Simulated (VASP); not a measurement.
Runs of VASP 6.6.1 on Ta2N. The structure is that of space group P-3m1 (No. 164), or close to it. The cells are those of the table. 

| cell | gap on the mesh (eV) | pressure (GPa) | largest force (eV/Å) |
| --- | --- | --- | --- |
| a = 3.156, b = 3.156, c = 4.823 Å, angles 90.0, 90.0, 120.0°, 3 atoms | none | (b) | 0.41 |
| a = 3.156, b = 3.156, c = 4.703 Å, angles 90.0, 90.0, 120.0°, 3 atoms | none | -6.0 | 0.46 |
| a = 3.079, b = 3.079, c = 4.944 Å, angles 90.0, 90.0, 120.0°, 3 atoms | none | -6.6 | 0.07 |
| a = 3.079, b = 3.079, c = 5.064 Å, angles 90.0, 90.0, 120.0°, 3 atoms | none | (a) | 0.06 |
| a = 3.233, b = 3.233, c = 4.582 Å, angles 90.0, 90.0, 120.0°, 3 atoms | none | -11.0 | 0.88 |

Alike in all rows: task single point; level PBEsol; potentials or basis VASP PAW PBE potentials, release 64 (Ta_pv, N); no spin polarisation; k mesh 18 × 18 × 10; cutoff (eV) 520; smearing gaussian 0.15 eV.

Q: Estimate the missing entries.

A: (a) -12.7; (b) -12.9.

Caveats: the cell stands under tension; the PAW data sets were made with another functional, which shifts forces and pressure a little; spin-orbit coupling is left out, which moves the levels of the heavy elements.

A k mesh can miss the band edges, and the runs leave out spin-orbit coupling on Ta.

A gap of «none» marks levels without a gap at the run's occupations.
